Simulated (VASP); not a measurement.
Wanted: the native input for a VASP 6.6.1 run.

```yaml
Task: single point
Functional: LDA
Potentials_or_basis: VASP PAW LDA potentials, release 64 (Al, N)
Cutoff: 520 eV
k_mesh: 8 × 6 × 4
Occupations: gaussian, width 0.05 eV
Spin: no spin polarisation
Dipole_correction: no
Further_INCAR_settings: ALGO = Normal; EDIFF = 1e-06; NBANDS = 26
```

The structure of AlN lies in POSCAR:

```
AlN
1.0
   -1.6378403119      2.8368226349      0.0000000000
    0.0000000000      0.0000000000      4.1006264518
    4.9135209358      2.8368226349      0.0000000000
Al N
4 4
Direct
    0.4067221029      0.7500000000      0.0851010633
    1.0000000000      0.7500000000      0.6666666667
    0.0000000000      0.2500000000      0.3333333333
    0.5000000000      0.2500000000      0.8333333333
    0.5000000000      0.2500000000      0.1666666667
    1.0000000000      0.2500000000      0.6666666667
    0.0000000000      0.7500000000      0.3333333333
    0.5000000000      0.7500000000      0.8333333333
```

This cell differs from its parent crystal: atom 1 (Al) moved by -0.248 Å along [1 0 0] and -0.496 Å along [1 2 0].

The input as run:

INCAR

```
SYSTEM = AlN
ALGO = Normal
EDIFF = 1E-6
ENCUT = 520
GGA = CA
ISIF = 2
ISMEAR = 0
LASPH = .True.
LCHARG = .True.
LELF = .True.
LREAL = .False.
LVHAR = .True.
LWAVE = .False.
NBANDS = 26
NELM = 80
PREC = Accurate
SIGMA = 0.05
```

KPOINTS

```
k-points
0
Gamma
  8 6 4
  0 0 0
```

Potentials or basis: VASP PAW LDA potentials, release 64 (Al, N).

Run with:

```bash
$ cat potpaw_LDA.64/Al/POTCAR potpaw_LDA.64/N/POTCAR > POTCAR
$ mpirun -np 1 vasp_std > vasp.out
```

It gave:

```yaml
Pressure: 15.6 GPa
Largest_force: 21.426 eV/Å
Band_gap_on_the_k_mesh: 2.16 eV (least direct gap 2.23 eV)
```

Caveat: the cell differs from its parent crystal (atom 1 (Al) moved by -0.248 Å along [1 0 0] and -0.496 Å along [1 2 0]); the cell stands under pressure; forces of over 1 eV/Å act on the atoms, so gaps and moduli don't describe the material at rest.

Run time: 41 s on 1 thread of Intel(R) Xeon(R) 6975P-C (Granite Rapids), with other jobs on the host, peak memory 0.21 GiB.
